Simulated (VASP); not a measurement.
AgBr, 2 atoms in the cell. Symmetry: Fm-3m, No. 225, cubic system. Conventional cell: a = 5.720 Å, b = 5.720 Å, c = 5.720 Å, α = 90.00°, β = 90.00°, γ = 90.00°. Ag (site symmetry m-3m) has 6 Br at 2.86 Å within 3.8 Å. Within 3.8 Å of Br (site symmetry m-3m) lie 6 Ag at 2.86 Å. 

| Quantity | Value |
| --- | --- |
| Program | VASP 6.6.1 |
| Task | single point |
| Functional | PBE |
| Potentials or basis | VASP PAW PBE potentials, release 64 (Ag, Br) |
| Cutoff | 400 eV |
| k mesh | 10 × 10 × 10 |
| Occupations | fermi-dirac, width 0.1 eV |
| Spin | no spin polarisation |
| Dipole correction | no |
| k mesh for the DOS | 15 × 15 × 15 |
| Occupations for the DOS | tetrahedron |
| Further INCAR settings | ALGO = Normal; EDIFF = 1e-06 |

Potentials or basis: VASP PAW PBE potentials, release 64 (Ag, Br).

Launch:

```bash
$ cat potpaw_PBE.64/Ag/POTCAR potpaw_PBE.64/Br/POTCAR > POTCAR
$ cp INCAR.step1 INCAR
$ cp KPOINTS.step1 KPOINTS
$ mpirun -np 1 vasp_std > vasp.out
$ cp INCAR.step2 INCAR
$ cp KPOINTS.step2 KPOINTS
$ mpirun -np 1 vasp_std > vasp.out
```

Hardware: 1 thread of AMD EPYC 7R13, with other jobs on the host.

**Question.** How long does it take, and how much memory?

**Answer.** It took 77 s on 1 thread of AMD EPYC 7R13 (shared host), peak memory 0.16 GiB. Counts: k points 120.
